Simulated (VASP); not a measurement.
# Sb2Se5 (R-3m) in VASP: single point with PBE

Aim: the single point of Sb2Se5 with PBE.

Everything below comes from runs of VASP 6.6.1. Logs are shortened: lines on timing, memory, paths and dates and some standing lists are left out, and cuts for length are marked.

### 1 The cell of the first run

It takes space group R-3m (No. 166, trigonal). Conventional cell: a = 4.191 Å, b = 4.191 Å, c = 34.974 Å, α = 90.00°, β = 90.00°, γ = 120.00°. Within 3.7 Å of Sb (site symmetry 3m) lie 6 Se at 2.84 to 2.95 Å. Se (site symmetry 3m) has 9 Se at 2.88 to 3.99 Å and 3 Sb at 2.95 Å within 4.0 Å. Se (site symmetry 3m) has 3 Sb at 2.84 Å and 3 Se at 3.27 Å within 3.7 Å. Se (site symmetry -3m) has 6 Se at 2.88 Å within 3.8 Å.

The cell was generated, and may not be a known phase.

### 2 Single point, PBE

The input, INCAR:

```
SYSTEM = Sb2Se5
PREC     = Accurate       ! precision mode
ENCUT    = 520            ! plane-wave cutoff, eV
EDIFF    = 1E-6           ! SCF threshold, eV
ISMEAR   = 0              ! smearing method
SIGMA    = 0.15           ! smearing width, eV
LREAL    = .False.        ! projectors in reciprocal space
LASPH    = .True.         ! aspherical terms in the spheres
NELM     = 60             ! most SCF steps
ALGO     = Normal         ! electronic algorithm
ISIF     = 2              ! what is computed and relaxed
LWAVE    = .False.        ! write WAVECAR
LCHARG   = .False.        ! write CHGCAR
GGA      = PE             ! functional
NBANDS   = 29             ! bands
```

The input, KPOINTS:

```
Automatic mesh
0
Gamma
  3 3 3
  0 0 0
```

The input, POSCAR:

```
Sb2Se5
1.0
    2.0954620677      1.2098155869     11.6578394147
   -2.0954620677      1.2098155869     11.6578394147
    0.0000000000     -2.4196311797     11.6578394141
Sb Se
2 5
Direct
    0.0741035795      0.0741035795      0.0741035795
    0.9258964205      0.9258964205      0.9258964205
    0.2111922825      0.2111922825      0.2111922825
    0.7888077175      0.7888077175      0.7888077175
    0.3647596246      0.3647596246      0.3647596246
    0.6352403754      0.6352403754      0.6352403754
    0.5000000000      0.5000000000      0.5000000000
```

Potentials or basis: VASP PAW PBE potentials, release 64 (Sb, Se).

The run is started by

```sh
cat potpaw_PBE.64/Sb/POTCAR potpaw_PBE.64/Se/POTCAR > POTCAR
mpirun -np 1 vasp_std > vasp.out
```

OUTCAR:

```text
SYSTEM = Sb2Se5
   PREC = Accurate
   ENCUT = 520
   EDIFF = 1E-6
   ISMEAR = 0
   LREAL = .False.
   LASPH = .True.
   NELM = 60
   ISIF = 2
   GGA = PE

 ion  position               nearest neighbor table
   1  0.074  0.074  0.074-   5 2.84   5 2.84   5 2.84   4 2.95   4 2.95   4 2.95
   2  0.926  0.926  0.926-   6 2.84   6 2.84   6 2.84   3 2.95   3 2.95   3 2.95
   3  0.211  0.211  0.211-   2 2.95   2 2.95   2 2.95
   4  0.789  0.789  0.789-   1 2.95   1 2.95   1 2.95
   5  0.365  0.365  0.365-   1 2.84   1 2.84   1 2.84
   6  0.635  0.635  0.635-   2 2.84   2 2.84   2 2.84
   7  0.500  0.500  0.500-

  LATTYP: Found a trigonal (rhomboedric) cell.
 ALAT       =    11.9062939175
 COS(alpha) =     0.9380506999

  Lattice vectors:

 A1 = (   2.0954620677,   1.2098155869,  11.6578394147)
 A2 = (  -2.0954620677,   1.2098155869,  11.6578394147)
 A3 = (   0.0000000000,  -2.4196311797,  11.6578394141)

Analysis of symmetry for initial positions (statically):
=====================================================================
 Subroutine PRICEL returns:
 Original cell was already a primitive cell.

 Routine SETGRP: Setting up the symmetry group for a
 trigonal (rhombohedral) supercell.

 Subroutine GETGRP returns: Found 12 space group operations
 (whereof 12 operations were pure point group operations)
 out of a pool of 12 trial point group operations.

The static configuration has the point symmetry D_3d.

Analysis of symmetry for dynamics (positions and initial velocities):
=====================================================================
 Subroutine PRICEL returns:
 Original cell was already a primitive cell.

 Routine SETGRP: Setting up the symmetry group for a
 trigonal (rhombohedral) supercell.

 Subroutine GETGRP returns: Found 12 space group operations
 (whereof 12 operations were pure point group operations)
 out of a pool of 12 trial point group operations.

The dynamic configuration has the point symmetry D_3d.

 Subroutine INISYM returns: Found 12 space group operations
 (whereof 12 operations are pure point group operations),
 and found     1 'primitive' translations

----------------------------------------------------------------------------------------

                                     Primitive cell

  volume of cell :     177.3243

  direct lattice vectors                    reciprocal lattice vectors
     2.095462068  1.209815587 11.657839415     0.238610857  0.137762043  0.028593063
    -2.095462068  1.209815587 11.657839415    -0.238610857  0.137762043  0.028593063
     0.000000000 -2.419631180 11.657839414     0.000000000 -0.275524085  0.028593063

  length of vectors
    11.906293918 11.906293918 11.906293918     0.277003763  0.277003763  0.277003763

  position of ions in fractional coordinates (direct lattice)
     0.074103579  0.074103579  0.074103579
     0.925896421  0.925896421  0.925896421
     0.211192283  0.211192283  0.211192283
     0.788807717  0.788807717  0.788807717
     0.364759625  0.364759625  0.364759625
     0.635240375  0.635240375  0.635240375
     0.500000000  0.500000000  0.500000000

  ion indices of the primitive-cell ions
   primitive index   ion index
                 1           1
                 2           2
                 3           3
                 4           4
                 5           5
                 6           6
                 7           7

----------------------------------------------------------------------------------------

 KPOINTS: Automatic mesh

Automatic generation of k-mesh.
 Grid dimensions read from file:
 generate k-points for:    3    3    3

 Generating k-lattice:

  Cartesian coordinates                     Fractional coordinates (reciprocal lattice)
     0.079536952  0.045920681  0.009531021     0.333333333 -0.000000000 -0.000000000
    -0.079536952  0.045920681  0.009531021    -0.000000000  0.333333333 -0.000000000
     0.000000000 -0.091841362  0.009531021     0.000000000  0.000000000  0.333333333

  Length of vectors
     0.092334588  0.092334588  0.092334588

  Shift w.r.t. Gamma in fractional coordinates (k-lattice)
     0.000000000  0.000000000  0.000000000

 Subroutine IBZKPT returns following result:
 ===========================================

 Found      6 irreducible k-points:

 Following reciprocal coordinates:
            Coordinates               Weight
  0.000000  0.000000  0.000000      1.000000
  0.333333 -0.000000  0.000000      6.000000
  0.333333  0.333333  0.000000      6.000000
 -0.333333  0.333333  0.000000      6.000000
  0.333333  0.333333  0.333333      2.000000
 -0.333333  0.333333  0.333333      6.000000
   k-points           NKPTS =      6   k-points in BZ     NKDIM =      6   number of bands    NBANDS=     29
   number of dos      NEDOS =    301   number of ions     NIONS =      7
   total plane-waves  NPLWV = 729000
   dimension x,y,z NGX =    90 NGY =   90 NGZ =   90
   dimension x,y,z NGXF=   180 NGYF=  180 NGZF=  180
   ions per type =               2   5
   NGX,Y,Z   is equivalent  to a cutoff of  12.57, 12.57, 12.57 a.u.
   NGXF,Y,Z  is equivalent  to a cutoff of  25.13, 25.13, 25.13 a.u.
 SYSTEM =  Sb2Se5
   PREC   = accura    normal or accurate (medium, high low for compatibility)
   ISTART =      0    job   : 0-new  1-cont  2-samecut
   ICHARG =      2    charge: 1-file 2-atom 10-const
   ISPIN  =      1    spin polarized calculation?
   LNONCOLLINEAR =      F non collinear calculations
   LSORBIT =      F    spin-orbit coupling
   LASPH  =      T    aspherical Exc in radial PAW
   ENCUT  =  520.0 eV  38.22 Ry    6.18 a.u.  22.14 22.14 22.14*2*pi/ulx,y,z
   NELM   =     60;   NELMIN=  2; NELMDL= -5     # of ELM steps
   EDIFF  = 0.1E-05   stopping-criterion for ELM
   LREAL  =      F    real-space projection
   EDIFFG = 0.1E-04   stopping-criterion for IOM
   NSW    =      0    number of steps for IOM
   IBRION =     -1    ionic relax: 0-MD 1-quasi-New 2-CG
   NFREE  =      0    steps in history (QN), initial steepest desc. (CG)
   ISIF   =      2    stress and relaxation
   ISYM   =      2    0-nonsym 1-usesym 2-fastsym
   POTIM  = 0.5000    time-step for ionic-motion
   TEBEG  =    0.0;   TEEND  =   0.0 temperature during run
   PSTRESS=    0.0 pullay stress
   NELECT =      40.0000    total number of electrons
   NUPDOWN=      -1.0000    fix difference up-down
   EMIN   =  10.00;   EMAX   =-10.00  energy-range for DOS
   EFERMI =   0.00;   METHOD = LEGACY
   ISMEAR =     0;   SIGMA  =   0.15  broadening in eV -4-tet -1-fermi 0-gaus
   EFERMI_NEDOS =   21; number of points for ismear=-14 and -15
   IALGO  =     38    algorithm
   IMIX   =      4    mixing-type and parameters
     AMIX     =   0.40;   BMIX     =  1.00
     AMIX_MAG =   1.60;   BMIX_MAG =  1.00
  volume/ion in A,a.u.               =      25.33       170.95
  Fermi-wavevector in a.u.,A,eV,Ry     =   0.996564  1.883234 13.512500  0.993141
  Thomas-Fermi vector in A             =   2.128661
   LORBIT       =      0    0 simple, 1 ext, 2 COOP (PROOUT), +10 PAW based schemes
   GGA     = PE    functional components
   LHFCALC =     F    Hartree Fock is set to
   AEXX    =    0.0000 exact exchange contribution
   IVDW    =     0    specifies the selected vdW correction
   LEPSILON=     F    determine dielectric tensor
   LRPA    =     F    only Hartree local field effects (RPA)
 non-spin polarized calculation
 Gauss-broadening in eV      SIGMA  =   0.15
  energy-cutoff  :      520.00
  volume of cell :      177.32
 maximum number of plane-waves:      4796
 NGX is ok and might be reduce to    90
   NGX = 45   NGY = 45   NGZ = 45

 number of electron      40.0000002 magnetization

 Free energy of the ion-electron system (eV)
  ---------------------------------------------------
  ext. energy  EPLUGINS =         0.00000000
  ---------------------------------------------------
  free energy    TOTEN  =       -26.28881620 eV

  energy without entropy =      -26.23728351  energy(sigma->0) =      -26.26304985

 E-fermi :   5.2589     XC(G=0):  -9.6501

 val. band max:        5.2500928925   @ k =   0.0000   0.0000   0.0000
 cond. band min:       5.3076222830   @ k =   0.3333  -0.0000   0.0000
 fundamental gap:      0.0575293905
 Fermi energy:         5.2589155417

 k-point     1 :       0.0000    0.0000    0.0000
  band No.  band energies     occupation
      1      -9.9821      2.00000
      2      -8.9166      2.00000
      3      -8.8712      2.00000
      4      -7.5923      2.00000
      5      -6.2965      2.00000
      6      -2.8471      2.00000
[... 21 lines left out ...]
     28       7.5035      0.00000
     29      11.0435      0.00000

 k-point     2 :       0.3333   -0.0000    0.0000
  band No.  band energies     occupation
      1      -9.1364      2.00000
      2      -8.3088      2.00000
      3      -8.2009      2.00000
      4      -7.4939      2.00000
      5      -6.8723      2.00000
      6      -3.9034      2.00000
[... 21 lines left out ...]
     28       8.9663      0.00000
     29       9.4015      0.00000

 k-point     3 :       0.3333    0.3333    0.0000
  band No.  band energies     occupation
      1      -9.1287      2.00000
      2      -8.4397      2.00000
      3      -7.9928      2.00000
      4      -7.6065      2.00000
      5      -6.8453      2.00000
      6      -3.8653      2.00000
[... 21 lines left out ...]
     28       9.0549      0.00000
     29       9.0981      0.00000

 k-point     4 :      -0.3333    0.3333    0.0000
  band No.  band energies     occupation
      1      -7.9187      2.00000
      2      -7.8772      2.00000
      3      -7.8771      2.00000
      4      -7.6534      2.00000
      5      -7.6434      2.00000
      6      -4.4884      2.00000
[... 21 lines left out ...]
     28       9.3888      0.00000
     29      10.7128      0.00000

 k-point     5 :       0.3333    0.3333    0.3333
  band No.  band energies     occupation
      1      -9.9613      2.00000
      2      -9.2056      2.00000
      3      -8.4062      2.00000
      4      -7.8768      2.00000
      5      -6.1813      2.00000
      6      -3.0040      2.00000
[... 21 lines left out ...]
     28       7.2122      0.00000
     29      10.7897      0.00000

 k-point     6 :      -0.3333    0.3333    0.3333
  band No.  band energies     occupation
      1      -9.1208      2.00000
      2      -8.4874      2.00000
      3      -7.9092      2.00000
      4      -7.6423      2.00000
      5      -6.8557      2.00000
      6      -3.8652      2.00000
[... 21 lines left out ...]
     28       8.7803      0.00000
     29       9.4354      0.00000

------------------------ aborting loop because EDIFF is reached ----------------------------------------

  FORCE on cell =-STRESS in cart. coord.  units (eV):
  Direction    XX          YY          ZZ          XY          YZ          ZX
  --------------------------------------------------------------------------------------
  -------------------------------------------------------------------------------------
  Total       -0.0962729     -0.0962729      0.1267972     -0.0000000     -0.0000000      0.0000000
  in kB       -0.8698539     -0.8698539      1.1456500     -0.0000000     -0.0000000      0.0000000
  external PRESSURE =      -0.1980193 kB  Pullay stress =       0.0000000 kB

 VOLUME and BASIS-vectors are now :
 -----------------------------------------------------------------------------
  energy-cutoff  :      520.00
  volume of cell :      177.32
      direct lattice vectors                 reciprocal lattice vectors
     2.095462068  1.209815587 11.657839415     0.238610857  0.137762043  0.028593063
    -2.095462068  1.209815587 11.657839415    -0.238610857  0.137762043  0.028593063
     0.000000000 -2.419631180 11.657839414     0.000000000 -0.275524085  0.028593063

 POSITION                                       TOTAL-FORCE (eV/Angst)
 -----------------------------------------------------------------------------------
      0.00000     -0.00000      2.59166         0.000000     -0.000000      0.002966
      0.00000     -0.00000     32.38186         0.000000      0.000000     -0.002966
      0.00000     -0.00000      7.38614         0.000000      0.000000     -0.009889
      0.00000     -0.00000     27.58738         0.000000     -0.000000      0.009889
      0.00000     -0.00000     12.75693         0.000000     -0.000000      0.024278
      0.00000     -0.00000     22.21659         0.000000      0.000000     -0.024278
      0.00000     -0.00000     17.48676         0.000000      0.000000      0.000000
 -----------------------------------------------------------------------------------
    total drift:                                0.000000      0.000000      0.000000

  FREE ENERGIE OF THE ION-ELECTRON SYSTEM (eV)
  ---------------------------------------------------
  free  energy   TOTEN  =       -26.2888161972 eV

  energy  without entropy=      -26.2372835053  energy(sigma->0) =      -26.26304985
```

It took 3.3 min on 1 thread of Intel Xeon 6975P-C (Granite Rapids), shared host; peak memory 1.2 GiB.

What came out:

```
Free energy            : -26.2888 eV
Pressure               : 0.0 GPa
Largest force          : 0.024 eV/Å
Band gap on the k mesh : zero (bands 20 and 21 overlap by 1.21 eV)
```

Forces on the atoms (eV/Å):
```
Sb   0.000  0.000  0.003
Sb   0.000  0.000 -0.003
Se   0.000  0.000 -0.010
Se   0.000  0.000  0.010
Se   0.000  0.000  0.024
Se   0.000  0.000 -0.024
Se   0.000  0.000  0.000
```

Caveat: the k points lie up to 0.58 Å⁻¹ apart, too coarse for converged energies and pressures of a metal; spin-orbit coupling is left out, which moves the levels of the heavy elements.

The gap in the log of VASP goes by the Fermi energy; the results here count the filled bands.